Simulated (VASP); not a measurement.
# F (C2/m) in VASP: further runs

Runs on F. Level: PBE. Tasks: single point.

Everything below comes from runs of VASP 6.6.1. Logs are shortened: lines on timing, memory, paths and dates and some standing lists are left out, and cuts for length are marked.

## 1. The cell of the first run

It takes space group C2/m (No. 12, monoclinic). Conventional cell: a = 5.463 Å, b = 3.258 Å, c = 7.235 Å, α = 90.00°, β = 102.17°, γ = 90.00°. Within 1.9 Å of F (site symmetry m) lie 1 F at 1.44 Å. Within 1.9 Å of F (site symmetry m) lie 1 F at 1.43 Å.

## 2. Single point, PBE

INCAR reads:

```
PREC     = Accurate       # precision mode
ENCUT    = 1350           # plane-wave cutoff, eV
EDIFF    = 1E-6           # SCF threshold, eV
ISMEAR   = -1             # smearing method
SIGMA    = 0.05           # smearing width, eV
LREAL    = F              # projectors in reciprocal space
LASPH    = T              # aspherical terms in the spheres
NELM     = 120            # most SCF steps
ALGO     = Normal         # electronic algorithm
ISIF     = 2              # what is computed and relaxed
LWAVE    = F              # write WAVECAR
LCHARG   = F              # write CHGCAR
GGA      = PE             # functional
NBANDS   = 22             # bands
GGA_COMPAT= F
```

KPOINTS reads:

```
Automatic mesh
0
Gamma
  9 9 4
```

POSCAR reads:

```
F
1.0
    2.7315430680     -1.6289929569      0.0000000000
    2.7315430680      1.6289929569      0.0000000000
   -1.5257028650      0.0000000000      7.0722297455
F
4
Direct
    0.4950000000      0.4950000000      0.4000000000
    0.5050000000      0.5050000000      0.6000000000
    0.9496000000      0.9496000000      0.9004000000
    0.0504000000      0.0504000000      0.0996000000
```

Potentials or basis: VASP PAW PBE potentials, release 64 (F_h).

Run with:

```console
cat potpaw_PBE.64/F_h/POTCAR > POTCAR
mpirun -np 1 vasp_std > vasp.out
```

OUTCAR:

```text
PREC = Accurate
   ENCUT = 1350
   EDIFF = 1E-6
   ISMEAR = -1
   LREAL = F
   LASPH = T
   NELM = 120
   ISIF = 2
   GGA = PE

 ion  position               nearest neighbor table
   1  0.495  0.495  0.400-   2 1.44
   2  0.505  0.505  0.600-   1 1.44
   3  0.950  0.950  0.900-   4 1.43
   4  0.050  0.050  0.100-   3 1.43

  LATTYP: Found a base centered monoclinic cell.
 ALAT       =     5.4630861360
 B/A-ratio  =     0.5963636364
 C/A-ratio  =     1.3243300906
 COS(beta)  =    -0.2108801330

  Lattice vectors:

 A1 = (   2.7315430680,  -1.6289929569,   0.0000000000)
 A2 = (   2.7315430680,   1.6289929569,   0.0000000000)
 A3 = (  -1.5257028650,   0.0000000000,   7.0722297455)

Analysis of symmetry for initial positions (statically):
=====================================================================
 Subroutine PRICEL returns:
 Original cell was already a primitive cell.

 Routine SETGRP: Setting up the symmetry group for a
 base centered monoclinic supercell.

 Subroutine GETGRP returns: Found  4 space group operations
 (whereof  4 operations were pure point group operations)
 out of a pool of  4 trial point group operations.

The static configuration has the point symmetry C_2h.

Analysis of symmetry for dynamics (positions and initial velocities):
=====================================================================
 Subroutine PRICEL returns:
 Original cell was already a primitive cell.

 Routine SETGRP: Setting up the symmetry group for a
 base centered monoclinic supercell.

 Subroutine GETGRP returns: Found  4 space group operations
 (whereof  4 operations were pure point group operations)
 out of a pool of  4 trial point group operations.

The dynamic configuration has the point symmetry C_2h.

 Subroutine INISYM returns: Found  4 space group operations
 (whereof  4 operations are pure point group operations),
 and found     1 'primitive' translations

----------------------------------------------------------------------------------------

                                     Primitive cell

  volume of cell :      62.9381

  direct lattice vectors                    reciprocal lattice vectors
     2.731543068 -1.628992957  0.000000000     0.183046720 -0.306938098  0.039488947
     2.731543068  1.628992957  0.000000000     0.183046720  0.306938098  0.039488947
    -1.525702865  0.000000000  7.072229745     0.000000000  0.000000000  0.141398121

  length of vectors
     3.180400224  3.180400224  7.234929357     0.359550379  0.359550379  0.141398121

  position of ions in fractional coordinates (direct lattice)
     0.495000000  0.495000000  0.400000000
     0.505000000  0.505000000  0.600000000
     0.949600000  0.949600000  0.900400000
     0.050400000  0.050400000  0.099600000

  ion indices of the primitive-cell ions
   primitive index   ion index
                 1           1
                 2           2
                 3           3
                 4           4

----------------------------------------------------------------------------------------

 KPOINTS: Automatic mesh

Automatic generation of k-mesh.
 Grid dimensions read from file:
 generate k-points for:    9    9    4

 Generating k-lattice:

  Cartesian coordinates                     Fractional coordinates (reciprocal lattice)
     0.020338524 -0.034104233  0.004387661     0.111111111  0.000000000 -0.000000000
     0.020338524  0.034104233  0.004387661     0.000000000  0.111111111 -0.000000000
     0.000000000  0.000000000  0.035349530     0.000000000  0.000000000  0.250000000

  Length of vectors
     0.039950042  0.039950042  0.035349530

  Shift w.r.t. Gamma in fractional coordinates (k-lattice)
     0.000000000  0.000000000  0.000000000

 Subroutine IBZKPT returns following result:
 ===========================================

 Found     95 irreducible k-points:

 Following reciprocal coordinates:
            Coordinates               Weight
  0.000000  0.000000  0.000000      1.000000
  0.111111  0.000000 -0.000000      4.000000
  0.222222  0.000000 -0.000000      4.000000
  0.333333 -0.000000 -0.000000      4.000000
  0.444444  0.000000 -0.000000      4.000000
  0.111111  0.111111 -0.000000      2.000000
[... 16 lines left out ...]
 -0.333333  0.333333  0.000000      2.000000
  0.444444  0.444444 -0.000000      2.000000
 [... further k-points ...]
   k-points           NKPTS =     95   k-points in BZ     NKDIM =     95   number of bands    NBANDS=     22
   number of dos      NEDOS =    301   number of ions     NIONS =      4
   total plane-waves  NPLWV = 144000
   dimension x,y,z NGX =    40 NGY =   40 NGZ =   90
   dimension x,y,z NGXF=    80 NGYF=   80 NGZF=  180
   ions per type =               4
   NGX,Y,Z   is equivalent  to a cutoff of  20.91, 20.91, 20.68 a.u.
   NGXF,Y,Z  is equivalent  to a cutoff of  41.82, 41.82, 41.36 a.u.
 SYSTEM =  unknown system
   PREC   = accura    normal or accurate (medium, high low for compatibility)
   ISTART =      0    job   : 0-new  1-cont  2-samecut
   ICHARG =      2    charge: 1-file 2-atom 10-const
   ISPIN  =      1    spin polarized calculation?
   LNONCOLLINEAR =      F non collinear calculations
   LSORBIT =      F    spin-orbit coupling
   LASPH  =      T    aspherical Exc in radial PAW
   ENCUT  = 1350.0 eV  99.22 Ry    9.96 a.u.   9.53  9.53 21.67*2*pi/ulx,y,z
   NELM   =    120;   NELMIN=  2; NELMDL= -5     # of ELM steps
   EDIFF  = 0.1E-05   stopping-criterion for ELM
   LREAL  =      F    real-space projection
   EDIFFG = 0.1E-04   stopping-criterion for IOM
   NSW    =      0    number of steps for IOM
   IBRION =     -1    ionic relax: 0-MD 1-quasi-New 2-CG
   NFREE  =      0    steps in history (QN), initial steepest desc. (CG)
   ISIF   =      2    stress and relaxation
   ISYM   =      2    0-nonsym 1-usesym 2-fastsym
   POTIM  = 0.5000    time-step for ionic-motion
   TEBEG  =    0.0;   TEEND  =   0.0 temperature during run
   PSTRESS=    0.0 pullay stress
   NELECT =      28.0000    total number of electrons
   NUPDOWN=      -1.0000    fix difference up-down
   EMIN   =  10.00;   EMAX   =-10.00  energy-range for DOS
   EFERMI =   0.00;   METHOD = LEGACY
   ISMEAR =    -1;   SIGMA  =   0.05  broadening in eV -4-tet -1-fermi 0-gaus
   EFERMI_NEDOS =   21; number of points for ismear=-14 and -15
   IALGO  =     38    algorithm
   IMIX   =      4    mixing-type and parameters
     AMIX     =   0.40;   BMIX     =  1.00
     AMIX_MAG =   1.60;   BMIX_MAG =  1.00
  volume/ion in A,a.u.               =      15.73       106.18
  Fermi-wavevector in a.u.,A,eV,Ry     =   1.249749  2.361684 21.250583  1.561874
  Thomas-Fermi vector in A             =   2.383776
   LORBIT       =      0    0 simple, 1 ext, 2 COOP (PROOUT), +10 PAW based schemes
   GGA     = PE    functional components
   LHFCALC =     F    Hartree Fock is set to
   AEXX    =    0.0000 exact exchange contribution
   IVDW    =     0    specifies the selected vdW correction
   LEPSILON=     F    determine dielectric tensor
   LRPA    =     F    only Hartree local field effects (RPA)
 non-spin polarized calculation
  energy-cutoff  :     1350.00
  volume of cell :       62.94
 maximum number of plane-waves:      7123
 NGX is ok and might be reduce to    40
   NGX = 19   NGY = 19   NGZ = 43

 number of electron      27.9999999 magnetization

 Free energy of the ion-electron system (eV)
  ---------------------------------------------------
  ext. energy  EPLUGINS =         0.00000000
  ---------------------------------------------------
  free energy    TOTEN  =        -7.42186993 eV

  energy without entropy =       -7.42186993  energy(sigma->0) =       -7.42186993

 E-fermi :  -3.2541     XC(G=0):  -7.7080

 val. band max:       -4.5136428406   @ k =   0.0000   0.0000   0.0000
 cond. band min:      -2.0899900697   @ k =   0.0000   0.0000   0.0000
 fundamental gap:      2.4236527710
 Fermi energy:        -3.2541490278

 k-point     1 :       0.0000    0.0000    0.0000
  band No.  band energies     occupation
      1     -29.2322      2.00000
      2     -29.0779      2.00000
      3     -23.4271      2.00000
      4     -23.0698      2.00000
      5     -11.1633      2.00000
      6     -10.2652      2.00000
[... 14 lines left out ...]
     21      14.5208      0.00000
     22      17.3792      0.00000

 k-point     2 :       0.1111    0.0000   -0.0000
  band No.  band energies     occupation
      1     -29.2189      2.00000
      2     -29.0699      2.00000
      3     -23.4074      2.00000
      4     -23.0716      2.00000
      5     -11.1332      2.00000
      6     -10.2865      2.00000
[... 14 lines left out ...]
     21      14.9401      0.00000
     22      15.9013      0.00000

 k-point     3 :       0.2222    0.0000   -0.0000
  band No.  band energies     occupation
      1     -29.1846      2.00000
      2     -29.0501      2.00000
      3     -23.3535      2.00000
      4     -23.0796      2.00000
      5     -11.0477      2.00000
      6     -10.3507      2.00000
[... 14 lines left out ...]
     21      14.3320      0.00000
     22      15.0159      0.00000

 k-point     4 :       0.3333   -0.0000   -0.0000
  band No.  band energies     occupation
      1     -29.1442      2.00000
      2     -29.0285      2.00000
      3     -23.2800      2.00000
      4     -23.1008      2.00000
      5     -10.9192      2.00000
      6     -10.4576      2.00000
[... 14 lines left out ...]
     21      13.2829      0.00000
     22      14.3020      0.00000

 k-point     5 :       0.4444    0.0000   -0.0000
  band No.  band energies     occupation
      1     -29.1167      2.00000
      2     -29.0152      2.00000
      3     -23.2051      2.00000
      4     -23.1413      2.00000
      5     -10.7659      2.00000
      6     -10.5988      2.00000
[... 417 lines left out ...]
 k-point    22 :      -0.4444    0.3333    0.0000
  band No.  band energies     occupation
      1     -29.1014      2.00000
      2     -28.9953      2.00000
      3     -23.2186      2.00000
      4     -23.1065      2.00000
      5     -10.7952      2.00000
      6     -10.5162      2.00000
[... 14 lines left out ...]
     21      12.0317      0.00000
     22      13.9856      0.00000

 k-point    23 :      -0.3333    0.3333    0.0000
  band No.  band energies     occupation
      1     -29.0968      2.00000
      2     -28.9965      2.00000
      3     -23.1792      2.00000
      4     -23.1393      2.00000
      5     -10.7074      2.00000
      6     -10.6105      2.00000
[... 14 lines left out ...]
     21      12.3486      0.00000
     22      12.8191      0.00000

 k-point    24 :       0.4444    0.4444   -0.0000
  band No.  band energies     occupation
      1     -29.1104      2.00000
      2     -28.9958      2.00000
      3     -23.2542      2.00000
      4     -23.0832      2.00000
      5     -10.8664      2.00000
      6     -10.4420      2.00000
[... 14 lines left out ...]
     21      11.8198      0.00000
     22      14.4113      0.00000

 [... further k-points ...]

------------------------ aborting loop because EDIFF is reached ----------------------------------------

  FORCE on cell =-STRESS in cart. coord.  units (eV):
  Direction    XX          YY          ZZ          XY          YZ          ZX
  --------------------------------------------------------------------------------------
  -------------------------------------------------------------------------------------
  Total        0.1018082      0.1184498     -1.3901297      0.0000000      0.0000000      0.0271475
  in kB        2.5916695      3.0153062    -35.3876973      0.0000000      0.0000000      0.6910774
  external PRESSURE =      -9.9269072 kB  Pullay stress =       0.0000000 kB

 VOLUME and BASIS-vectors are now :
 -----------------------------------------------------------------------------
  energy-cutoff  :     1350.00
  volume of cell :       62.94
      direct lattice vectors                 reciprocal lattice vectors
     2.731543068 -1.628992957  0.000000000     0.183046720 -0.306938098  0.039488947
     2.731543068  1.628992957  0.000000000     0.183046720  0.306938098  0.039488947
    -1.525702865  0.000000000  7.072229745     0.000000000  0.000000000  0.141398121

 POSITION                                       TOTAL-FORCE (eV/Angst)
 -----------------------------------------------------------------------------------
      2.09395      0.00000      2.82889        -0.115090      0.000000      0.621525
      1.84344      0.00000      4.24334         0.115090      0.000000     -0.621525
      3.81400      0.00000      6.36784         0.066745      0.000000      0.449849
      0.12338      0.00000      0.70439        -0.066745      0.000000     -0.449849
 -----------------------------------------------------------------------------------
    total drift:                               -0.000000     -0.000000      0.000000

  FREE ENERGIE OF THE ION-ELECTRON SYSTEM (eV)
  ---------------------------------------------------
  free  energy   TOTEN  =        -7.4218699261 eV

  energy  without entropy=       -7.4218699261  energy(sigma->0) =       -7.42186993
```

Run time: 8.4 min. Hardware: 1 thread of Intel Xeon Platinum 8259CL at 2.50GHz (Skylake/Cascade Lake), shared host; peak memory 0.61 GiB.

Results:

| Property | Result |
| --- | --- |
| Free energy | -7.4219 eV |
| Pressure | -1.0 GPa |
| Largest force | 0.632 eV/Å |
| Band gap on the k mesh | 2.42 eV |

Forces on the atoms (eV/Å):
```
F   -0.115  0.000  0.622
F    0.115  0.000 -0.622
F    0.067  0.000  0.450
F   -0.067  0.000 -0.450
```

Stress tensor (GPa, compression positive):
```
 0.26  0.00  0.07
 0.00  0.30  0.00
 0.07  0.00 -3.54
```

A k mesh can miss the band edges.

## 3. Single point, PBE

This run uses another cell than the first one, of 15.41 Å³/atom.

INCAR reads:

```
SYSTEM = F
  ALGO = Normal
  EDIFF = 1E-6
  ENCUT = 1350
  GGA = PE
  GGA_COMPAT = .False.
  ISIF = 2
  ISMEAR = -1
  LASPH = .True.
  LCHARG = .False.
  LREAL = .False.
  LWAVE = .False.
  NBANDS = 22
  NELM = 120
  PREC = Accurate
  SIGMA = 0.05
```

KPOINTS reads:

```
k-points
0
Gamma
  9 9 4
  0 0 0
```

POSCAR reads:

```
F
1.0
    2.7128332818     -1.6178351208      0.0000000000
    2.7128332818      1.6178351208      0.0000000000
   -1.5152525174      0.0000000000      7.0237882955
F
4
Direct
    0.4950000000      0.4950000000      0.4000000000
    0.5050000000      0.5050000000      0.6000000000
    0.9496000000      0.9496000000      0.9004000000
    0.0504000000      0.0504000000      0.0996000000
```

Potentials or basis: VASP PAW PBE potentials, release 64 (F_h).

Run with:

```console
cat potpaw_PBE.64/F_h/POTCAR > POTCAR
mpirun -np 1 vasp_std > vasp.out
```

OUTCAR:

```text
SYSTEM = F
   EDIFF = 1E-6
   ENCUT = 1350
   GGA = PE
   ISIF = 2
   ISMEAR = -1
   LASPH = .True.
   LREAL = .False.
   NELM = 120
   PREC = Accurate

 ion  position               nearest neighbor table
   1  0.495  0.495  0.400-   2 1.43
   2  0.505  0.505  0.600-   1 1.43
   3  0.950  0.950  0.900-   4 1.42
   4  0.050  0.050  0.100-   3 1.42

  LATTYP: Found a base centered monoclinic cell.
 ALAT       =     5.4256665636
[... 798 lines left out ...]

  FORCE on cell =-STRESS in cart. coord.  units (eV):
  Direction    XX          YY          ZZ          XY          YZ          ZX
  --------------------------------------------------------------------------------------
  -------------------------------------------------------------------------------------
  Total        0.1783132      0.1679164     -0.4530372      0.0000000      0.0000000      0.0257817
  in kB        4.6337784      4.3636001    -11.7729598      0.0000000      0.0000000      0.6699815
  external PRESSURE =      -0.9251938 kB  Pullay stress =       0.0000000 kB

 VOLUME and BASIS-vectors are now :
 -----------------------------------------------------------------------------
  energy-cutoff  :     1350.00
  volume of cell :       61.65
      direct lattice vectors                 reciprocal lattice vectors
     2.712833282 -1.617835121  0.000000000     0.184309151 -0.309054979  0.039761293
     2.712833282  1.617835121  0.000000000     0.184309151  0.309054979  0.039761293
    -1.515252517  0.000000000  7.023788296     0.000000000  0.000000000  0.142373312

 POSITION                                       TOTAL-FORCE (eV/Angst)
 -----------------------------------------------------------------------------------
      2.07960      0.00000      2.80952        -0.061163      0.000000      0.326098
      1.83081      0.00000      4.21427         0.061163      0.000000     -0.326098
      3.78788      0.00000      6.32422         0.010970      0.000000      0.143885
      0.12253      0.00000      0.69957        -0.010970      0.000000     -0.143885
 -----------------------------------------------------------------------------------
    total drift:                               -0.000000      0.000000      0.000000

  FREE ENERGIE OF THE ION-ELECTRON SYSTEM (eV)
  ---------------------------------------------------
  free  energy   TOTEN  =        -7.4216793694 eV

  energy  without entropy=       -7.4216793694  energy(sigma->0) =       -7.42167937
```

OSZICAR:

```text
N       E                     dE             d eps       ncg     rms          rms(c)
DAV:   1     0.355823506136E+03    0.35582E+03   -0.25263E+04  4180   0.251E+03
DAV:   2     0.272380610778E+02   -0.32859E+03   -0.31396E+03  6220   0.416E+02
DAV:   3    -0.855134084627E+01   -0.35789E+02   -0.35457E+02  5302   0.141E+02
DAV:   4    -0.895485081807E+01   -0.40351E+00   -0.40327E+00  4570   0.174E+01
DAV:   5    -0.896002885509E+01   -0.51780E-02   -0.51777E-02  5416   0.184E+00    0.136E+01
DAV:   6    -0.783461811051E+01    0.11254E+01   -0.49975E-01  4342   0.682E+00    0.778E+00
DAV:   7    -0.742333589253E+01    0.41128E+00   -0.69856E-01  4330   0.762E+00    0.773E-01
DAV:   8    -0.742141398786E+01    0.19219E-02   -0.92395E-02  4534   0.241E+00    0.130E-01
DAV:   9    -0.742161542607E+01   -0.20144E-03   -0.17316E-03  4914   0.336E-01    0.735E-02
DAV:  10    -0.742167736490E+01   -0.61939E-04   -0.95492E-05  4980   0.945E-02    0.175E-02
DAV:  11    -0.742167926964E+01   -0.19047E-05   -0.13590E-05  4552   0.390E-02    0.410E-03
DAV:  12    -0.742167936945E+01   -0.99806E-07   -0.75947E-07  3060   0.923E-03
   1 F= -.74216794E+01 E0= -.74216794E+01  d E =-.705925E-11
```

It took 3.7 min on 1 thread of AMD EPYC 9R45 (Zen 5), shared host; peak memory 0.57 GiB.

What came out:

```yaml
Free_energy: -7.4217 eV
Pressure: -0.1 GPa
Largest_force: 0.332 eV/Å
Band_gap_on_the_k_mesh: 2.51 eV
```

Forces in eV/Å, atoms in the order of the input:
```
F   -0.061  0.000  0.326
F    0.061  0.000 -0.326
F    0.011  0.000  0.144
F   -0.011  0.000 -0.144
```

Levels at points of the mesh, in eV from the valence-band top:
| k point | band 10 | band 11 | band 12 | band 13 | band 14 | band 15 | band 16 | band 17 | band 18 | band 19 |
| --- | --- | --- | --- | --- | --- | --- | --- | --- | --- | --- |
| (0.00, 0.00, 0.00) | -3.17 | -0.27 | -0.20 | -0.08 | 0.00 | 2.51 | 3.67 | 9.21 | 11.23 | 12.64 |
| (0.00, 0.00, 0.50) | -3.19 | -0.15 | -0.14 | -0.14 | -0.13 | 3.05 | 3.12 | 9.98 | 10.00 | 14.86 |
